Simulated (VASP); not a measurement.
# In (I4/mmm) in VASP: further runs

The runs below take In through electric field gradients, with LDA.

Everything below comes from runs of VASP 6.6.1. Logs are shortened: lines on timing, memory, paths and dates and some standing lists are left out, and cuts for length are marked.

## Step 1: The cell of the first run

Symmetry: I4/mmm, No. 139, tetragonal system. Conventional cell: a = 3.241 Å, b = 3.241 Å, c = 4.931 Å, α = 90.00°, β = 90.00°, γ = 90.00°. In (site symmetry 4/mmm) has 12 In at 3.24 to 3.37 Å within 4.3 Å.

## Step 2: Electric field gradients, LDA (volume scaled by 0.99)

File INCAR:

```
SYSTEM = In
  PREC = Accurate
  ENCUT = 520
  EDIFF = 1E-8
  ISMEAR = -1
  SIGMA = 0.05
  LREAL = .False.
  LASPH = .True.
  NELM = 60
  ALGO = Normal
  ISIF = 2
  LWAVE = .False.
  LCHARG = .False.
  GGA = CA
  LEFG = .True.
  NBANDS = 12
```

File KPOINTS:

```
Automatic mesh
0
Gamma
  14 14 14
  0 0 0
```

File POSCAR:

```
In
1.0
   -1.6207113306      1.6207113306      2.4656758579
    1.6207113306     -1.6207113306      2.4656758579
    1.6207113306      1.6207113306     -2.4656758579
In
1
Direct
    0.0000000000      0.0000000000      0.0000000000
```

Potentials or basis: VASP PAW LDA potentials, release 64 (In_d).

Command:

```sh
$ cat potpaw_LDA.64/In_d/POTCAR > POTCAR
$ mpirun -np 1 vasp_std > vasp.out
```

OUTCAR:

```text
SYSTEM = In
   PREC = Accurate
   ENCUT = 520
   EDIFF = 1E-8
   ISMEAR = -1
   LREAL = .False.
   LASPH = .True.
   NELM = 60
   ISIF = 2
   GGA = CA

 ion  position               nearest neighbor table
   1  0.000  0.000  0.000-

  LATTYP: Found a body centered tetragonal cell.
 ALAT       =     3.2414226612
 C/A-ratio  =     1.5213541186

  Lattice vectors:

 A1 = (  -1.6207113306,   1.6207113306,   2.4656758579)
 A2 = (   1.6207113306,  -1.6207113306,   2.4656758579)
 A3 = (   1.6207113306,   1.6207113306,  -2.4656758579)

Analysis of symmetry for initial positions (statically):
=====================================================================
 Subroutine PRICEL returns:
 Original cell was already a primitive cell.

 Routine SETGRP: Setting up the symmetry group for a
 body centered tetragonal supercell.

 Subroutine GETGRP returns: Found 16 space group operations
 (whereof 16 operations were pure point group operations)
 out of a pool of 16 trial point group operations.

The static configuration has the point symmetry D_4h.

Analysis of symmetry for dynamics (positions and initial velocities):
=====================================================================
 Subroutine PRICEL returns:
 Original cell was already a primitive cell.

 Routine SETGRP: Setting up the symmetry group for a
 body centered tetragonal supercell.

 Subroutine GETGRP returns: Found 16 space group operations
 (whereof 16 operations were pure point group operations)
 out of a pool of 16 trial point group operations.

The dynamic configuration has the point symmetry D_4h.

 Subroutine INISYM returns: Found 16 space group operations
 (whereof 16 operations are pure point group operations),
 and found     1 'primitive' translations

----------------------------------------------------------------------------------------

                                     Primitive cell

  volume of cell :      25.9064

  direct lattice vectors                    reciprocal lattice vectors
    -1.620711331  1.620711331  2.465675858     0.000000000  0.308506512  0.202784157
     1.620711331 -1.620711331  2.465675858     0.308506512  0.000000000  0.202784157
     1.620711331  1.620711331 -2.465675858     0.308506512  0.308506512  0.000000000

  length of vectors
[... 121 lines left out ...]
  ---------------------------------------------------
  ext. energy  EPLUGINS =         0.00000000
  ---------------------------------------------------
  free energy    TOTEN  =        -3.21218388 eV

  energy without entropy =       -3.20873771  energy(sigma->0) =       -3.21046079

 E-fermi :   7.3603     XC(G=0): -10.5738

 val. band max:        7.3138394204   @ k =   0.2857   0.1429   0.0714
 cond. band min:       7.3608182241   @ k =   0.2857   0.2143   0.0714
 fundamental gap:      0.0469788037
 Fermi energy:         7.3602913142

 k-point     1 :       0.0000    0.0000    0.0000
  band No.  band energies     occupation
      1      -7.3059      2.00000
      2      -7.1974      2.00000
      3      -7.1974      2.00000
      4      -7.1117      2.00000
      5      -7.0027      2.00000
      6      -2.3035      2.00000
      7      17.8386      0.00000
      8      17.8386      0.00000
      9      18.0010      0.00000
     10      19.0356      0.00000
     11      21.4251      0.00000
     12      21.5500      0.00000
[... 331 lines left out ...]
 k-point    24 :       0.2857    0.1429   -0.0000
  band No.  band energies     occupation
      1      -7.2455      2.00000
      2      -7.2161      2.00000
      3      -7.1475      2.00000
      4      -7.0163      2.00000
      5      -6.9616      2.00000
      6       0.5557      2.00000
      7       8.4198      0.00000
      8      12.6057      0.00000
      9      15.4923      0.00000
     10      18.3535      0.00000
     11      20.2518      0.00000
     12      21.7749      0.00000

 [... further k-points ...]
[... 5 lines left out ...]
  --------------------------------------------------------------------------------------
  -------------------------------------------------------------------------------------
  Total       -0.3969252     -0.3969252     -0.3238709      0.0000000      0.0000000      0.0000000
  in kB      -24.5477637    -24.5477637    -20.0297366      0.0000000      0.0000000      0.0000000
  external PRESSURE =     -23.0417547 kB  Pullay stress =       0.0000000 kB

 VOLUME and BASIS-vectors are now :
 -----------------------------------------------------------------------------
  energy-cutoff  :      520.00
  volume of cell :       25.91
      direct lattice vectors                 reciprocal lattice vectors
    -1.620711331  1.620711331  2.465675858     0.000000000  0.308506512  0.202784157
     1.620711331 -1.620711331  2.465675858     0.308506512  0.000000000  0.202784157
     1.620711331  1.620711331 -2.465675858     0.308506512  0.308506512  0.000000000

 POSITION                                       TOTAL-FORCE (eV/Angst)
 -----------------------------------------------------------------------------------
      0.00000      0.00000      0.00000         0.000000      0.000000      0.000000
 -----------------------------------------------------------------------------------
    total drift:                                0.000000      0.000000      0.000000

  FREE ENERGIE OF THE ION-ELECTRON SYSTEM (eV)
  ---------------------------------------------------
  free  energy   TOTEN  =        -3.2121838761 eV

  energy  without entropy=       -3.2087377095  energy(sigma->0) =       -3.21046079

 Electric field gradients (V/A^2)
---------------------------------------------------------------------
 ion       V_xx      V_yy      V_zz      V_xy      V_xz      V_yz
---------------------------------------------------------------------
   1     -11.140   -11.140    22.279    -0.000     0.000     0.000
---------------------------------------------------------------------

 Electric field gradients after diagonalization (V/A^2)
 (convention: |V_zz| > |V_xx| > |V_yy|)
----------------------------------------------------------------------
 ion       V_xx      V_yy      V_zz     asymmetry (V_yy - V_xx)/ V_zz
----------------------------------------------------------------------
   1     -11.140   -11.139    22.279       0.000
----------------------------------------------------------------------

           NMR quadrupolar parameters

 Cq : quadrupolar parameter    Cq=e*Q*V_zz/h
 eta: asymmetry parameters     (V_yy - V_xx)/ V_zz
 Q  : nuclear electric quadrupole moment in mb (millibarn)
----------------------------------------------------------------------
 ion       Cq(MHz)       eta       Q (mb)
----------------------------------------------------------------------
   1       0.054       0.000       1.000
----------------------------------------------------------------------
```

OSZICAR:

```text
N       E                     dE             d eps       ncg     rms          rms(c)
DAV:   1     0.785175438287E+02    0.78518E+02   -0.63139E+03  5932   0.138E+03
DAV:   2     0.635960438941E+00   -0.77882E+02   -0.75899E+02  6128   0.292E+02
DAV:   3    -0.315810675070E+01   -0.37941E+01   -0.37810E+01  7076   0.650E+01
DAV:   4    -0.324328769744E+01   -0.85181E-01   -0.85156E-01  7236   0.969E+00
DAV:   5    -0.324725719612E+01   -0.39695E-02   -0.39694E-02  8248   0.186E+00    0.244E+00
DAV:   6    -0.321926889978E+01    0.27988E-01   -0.40735E-02  7364   0.412E+00    0.119E+00
DAV:   7    -0.321284694829E+01    0.64220E-02   -0.11548E-02  8368   0.195E+00    0.253E-01
DAV:   8    -0.321218600960E+01    0.66094E-03   -0.77983E-04  7104   0.520E-01    0.196E-02
DAV:   9    -0.321218368728E+01    0.23223E-05   -0.13614E-05  8780   0.479E-02    0.165E-02
DAV:  10    -0.321218387375E+01   -0.18647E-06   -0.59426E-07  6680   0.870E-03    0.435E-04
DAV:  11    -0.321218387611E+01   -0.23599E-08   -0.25695E-08  7000   0.230E-03
   1 F= -.32121839E+01 E0= -.32104608E+01  d E =-.344617E-02
```

Run time: 39 s. Hardware: 1 thread of AMD EPYC 9R45 (Zen 5), shared host; peak memory 0.16 GiB.

What came out:

```yaml
Free_energy: -3.2122 eV
Pressure: -2.3 GPa
```

Electric field gradients, principal values (V/Å²):
```tsv
atom	least	middle	greatest (by size)
1 In	-11.139	-11.140	22.279
```

Caveat: without QUAD_EFG the Cq values of the log hold for a quadrupole moment of 1 mb, not for the nuclei; spin-orbit coupling is left out, which moves the levels of the heavy elements.

## Step 3: Electric field gradients, LDA (volume scaled by 1.02)

File INCAR:

```
SYSTEM = In
ALGO = Normal
EDIFF = 1E-8
ENCUT = 520
GGA = CA
ISIF = 2
ISMEAR = -1
LASPH = .TRUE.
LCHARG = .FALSE.
LEFG = .TRUE.
LREAL = .FALSE.
LWAVE = .FALSE.
NBANDS = 12
NELM = 60
PREC = Accurate
SIGMA = 0.05
```

File KPOINTS:

```
k-points
0
G
  14 14 14
  0 0 0
```

File POSCAR:

```
In
1.0
   -1.6369195191      1.6369195191      2.4903342523
    1.6369195191     -1.6369195191      2.4903342523
    1.6369195191      1.6369195191     -2.4903342523
In
1
Direct
    0.0000000000      0.0000000000      0.0000000000
```

Potentials or basis: VASP PAW LDA potentials, release 64 (In_d).

Command:

```sh
$ cat potpaw_LDA.64/In_d/POTCAR > POTCAR
$ mpirun -np 1 vasp_std > vasp.out
```

OUTCAR:

```text
SYSTEM = In
   EDIFF = 1E-8
   ENCUT = 520
   GGA = CA
   ISIF = 2
   ISMEAR = -1
   LASPH = .TRUE.
   LREAL = .FALSE.
   NELM = 60
   PREC = Accurate

 ion  position               nearest neighbor table
   1  0.000  0.000  0.000-

  LATTYP: Found a body centered tetragonal cell.
 ALAT       =     3.2738390382
 C/A-ratio  =     1.5213541187

  Lattice vectors:

 A1 = (  -1.6369195191,   1.6369195191,   2.4903342523)
 A2 = (   1.6369195191,  -1.6369195191,   2.4903342523)
 A3 = (   1.6369195191,   1.6369195191,  -2.4903342523)

Analysis of symmetry for initial positions (statically):
=====================================================================
 Subroutine PRICEL returns:
 Original cell was already a primitive cell.

 Routine SETGRP: Setting up the symmetry group for a
 body centered tetragonal supercell.

 Subroutine GETGRP returns: Found 16 space group operations
 (whereof 16 operations were pure point group operations)
 out of a pool of 16 trial point group operations.

The static configuration has the point symmetry D_4h.

Analysis of symmetry for dynamics (positions and initial velocities):
=====================================================================
 Subroutine PRICEL returns:
 Original cell was already a primitive cell.

 Routine SETGRP: Setting up the symmetry group for a
 body centered tetragonal supercell.

 Subroutine GETGRP returns: Found 16 space group operations
 (whereof 16 operations were pure point group operations)
 out of a pool of 16 trial point group operations.

The dynamic configuration has the point symmetry D_4h.

 Subroutine INISYM returns: Found 16 space group operations
 (whereof 16 operations are pure point group operations),
 and found     1 'primitive' translations

----------------------------------------------------------------------------------------

                                     Primitive cell

  volume of cell :      26.6915

  direct lattice vectors                    reciprocal lattice vectors
    -1.636919519  1.636919519  2.490334252     0.000000000  0.305451792  0.200776261
     1.636919519 -1.636919519  2.490334252     0.305451792  0.000000000  0.200776261
     1.636919519  1.636919519 -2.490334252     0.305451792  0.305451792  0.000000000

  length of vectors
     3.400114073  3.400114073  3.400114073     0.365529621  0.365529621  0.431974066

  position of ions in fractional coordinates (direct lattice)
     0.000000000  0.000000000  0.000000000

  ion indices of the primitive-cell ions
   primitive index   ion index
                 1           1

----------------------------------------------------------------------------------------

 KPOINTS: k-points

Automatic generation of k-mesh.
 Grid dimensions read from file:
 generate k-points for:   14   14   14

 Generating k-lattice:

  Cartesian coordinates                     Fractional coordinates (reciprocal lattice)
     0.000000000  0.021817985  0.014341162     0.071428571 -0.000000000  0.000000000
     0.021817985  0.000000000  0.014341162    -0.000000000  0.071428571  0.000000000
     0.021817985  0.021817985  0.000000000     0.000000000  0.000000000  0.071428571

[... 66 lines left out ...]
   PSTRESS=    0.0 pullay stress
   NELECT =      13.0000    total number of electrons
   NUPDOWN=      -1.0000    fix difference up-down
   EMIN   =  10.00;   EMAX   =-10.00  energy-range for DOS
   EFERMI =   0.00;   METHOD = LEGACY
   ISMEAR =    -1;   SIGMA  =   0.05  broadening in eV -4-tet -1-fermi 0-gaus
   EFERMI_NEDOS =   21; number of points for ismear=-14 and -15
   IALGO  =     38    algorithm
   IMIX   =      4    mixing-type and parameters
     AMIX     =   0.40;   BMIX     =  1.00
     AMIX_MAG =   1.60;   BMIX_MAG =  1.00
  volume/ion in A,a.u.               =      26.69       180.12
  Fermi-wavevector in a.u.,A,eV,Ry     =   1.288047  2.434057 22.572965  1.659066
  Thomas-Fermi vector in A             =   2.420025
   LORBIT       =      0    0 simple, 1 ext, 2 COOP (PROOUT), +10 PAW based schemes
   GGA     = CA    functional components
   LHFCALC =     F    Hartree Fock is set to
   AEXX    =    0.0000 exact exchange contribution
   IVDW    =     0    specifies the selected vdW correction
   LEPSILON=     F    determine dielectric tensor
   LRPA    =     F    only Hartree local field effects (RPA)
 non-spin polarized calculation
  energy-cutoff  :      520.00
  volume of cell :       26.69
 maximum number of plane-waves:       735
 NGX is ok and might be reduce to    28
   NGX = 13   NGY = 13   NGZ = 13

 number of electron      13.0000002 magnetization

 Free energy of the ion-electron system (eV)
  ---------------------------------------------------
  ext. energy  EPLUGINS =         0.00000000
  ---------------------------------------------------
  free energy    TOTEN  =        -3.19861465 eV

  energy without entropy =       -3.19503298  energy(sigma->0) =       -3.19682382

 E-fermi :   7.0164     XC(G=0): -10.4320

 val. band max:        6.9709333698   @ k =   0.2857   0.1429   0.0714
 cond. band min:       7.0197176662   @ k =   0.2857   0.2143   0.0714
 fundamental gap:      0.0487842964
 Fermi energy:         7.0164477972

 k-point     1 :       0.0000    0.0000    0.0000
  band No.  band energies     occupation
      1      -7.6075      2.00000
      2      -7.5069      2.00000
      3      -7.5069      2.00000
      4      -7.4287      2.00000
      5      -7.3273      2.00000
      6      -2.4367      2.00000
      7      17.2310      0.00000
      8      17.2310      0.00000
      9      17.3777      0.00000
     10      18.6351      0.00000
     11      20.8267      0.00000
     12      20.9670      0.00000
[... 331 lines left out ...]
 k-point    24 :       0.2857    0.1429    0.0000
  band No.  band energies     occupation
      1      -7.5486      2.00000
      2      -7.5238      2.00000
      3      -7.4606      2.00000
      4      -7.3397      2.00000
      5      -7.2884      2.00000
      6       0.3476      2.00000
      7       8.0484      0.00000
      8      12.1409      0.00000
      9      14.9673      0.00000
     10      17.8551      0.00000
     11      19.6996      0.00000
     12      21.1980      0.00000

 [... further k-points ...]
[... 5 lines left out ...]
  --------------------------------------------------------------------------------------
  -------------------------------------------------------------------------------------
  Total       -0.5830150     -0.5830150     -0.5172663      0.0000000      0.0000000      0.0000000
  in kB      -34.9959681    -34.9959681    -31.0493463      0.0000000      0.0000000      0.0000000
  external PRESSURE =     -33.6804275 kB  Pullay stress =       0.0000000 kB

 VOLUME and BASIS-vectors are now :
 -----------------------------------------------------------------------------
  energy-cutoff  :      520.00
  volume of cell :       26.69
      direct lattice vectors                 reciprocal lattice vectors
    -1.636919519  1.636919519  2.490334252     0.000000000  0.305451792  0.200776261
     1.636919519 -1.636919519  2.490334252     0.305451792  0.000000000  0.200776261
     1.636919519  1.636919519 -2.490334252     0.305451792  0.305451792  0.000000000

 POSITION                                       TOTAL-FORCE (eV/Angst)
 -----------------------------------------------------------------------------------
      0.00000      0.00000      0.00000         0.000000      0.000000      0.000000
 -----------------------------------------------------------------------------------
    total drift:                               -0.000000      0.000000      0.000000

  FREE ENERGIE OF THE ION-ELECTRON SYSTEM (eV)
  ---------------------------------------------------
  free  energy   TOTEN  =        -3.1986146544 eV

  energy  without entropy=       -3.1950329828  energy(sigma->0) =       -3.19682382

 Electric field gradients (V/A^2)
---------------------------------------------------------------------
 ion       V_xx      V_yy      V_zz      V_xy      V_xz      V_yz
---------------------------------------------------------------------
   1     -10.643   -10.643    21.286     0.001     0.001     0.001
---------------------------------------------------------------------

 Electric field gradients after diagonalization (V/A^2)
 (convention: |V_zz| > |V_xx| > |V_yy|)
----------------------------------------------------------------------
 ion       V_xx      V_yy      V_zz     asymmetry (V_yy - V_xx)/ V_zz
----------------------------------------------------------------------
   1     -10.644   -10.642    21.286       0.000
----------------------------------------------------------------------

           NMR quadrupolar parameters

 Cq : quadrupolar parameter    Cq=e*Q*V_zz/h
 eta: asymmetry parameters     (V_yy - V_xx)/ V_zz
 Q  : nuclear electric quadrupole moment in mb (millibarn)
----------------------------------------------------------------------
 ion       Cq(MHz)       eta       Q (mb)
----------------------------------------------------------------------
   1       0.051       0.000       1.000
----------------------------------------------------------------------
```

stdout:

```text
POSCAR found type information on POSCAR In
 POSCAR found :  1 types and       1 ions
 scaLAPACK will be used
 LDA part: xc-table for (Slater(with rela. corr.)+CA(PZ))
 , standard interpolation
 POSCAR, INCAR and KPOINTS ok, starting setup
 FFT: planning ... GRIDC
 FFT: planning ... GRID_SOFT
 FFT: planning ... GRID
 WAVECAR not read
 entering main loop
ion   1
```

It took 39 s on 1 thread of AMD EPYC 9R45 (Zen 5), shared host; peak memory 0.16 GiB.

Results:

| Item | Value |
| --- | --- |
| Free energy | -3.1986 eV |
| Pressure | -3.4 GPa |

Electric field gradients, principal values (V/Å²):
| atom | least | middle | greatest (by size) |
| --- | --- | --- | --- |
| 1 In | -10.642 | -10.644 | 21.286 |

Caveat: without QUAD_EFG the Cq values of the log hold for a quadrupole moment of 1 mb, not for the nuclei; spin-orbit coupling is left out, which moves the levels of the heavy elements.

(Part 1 of 2 ends here.)
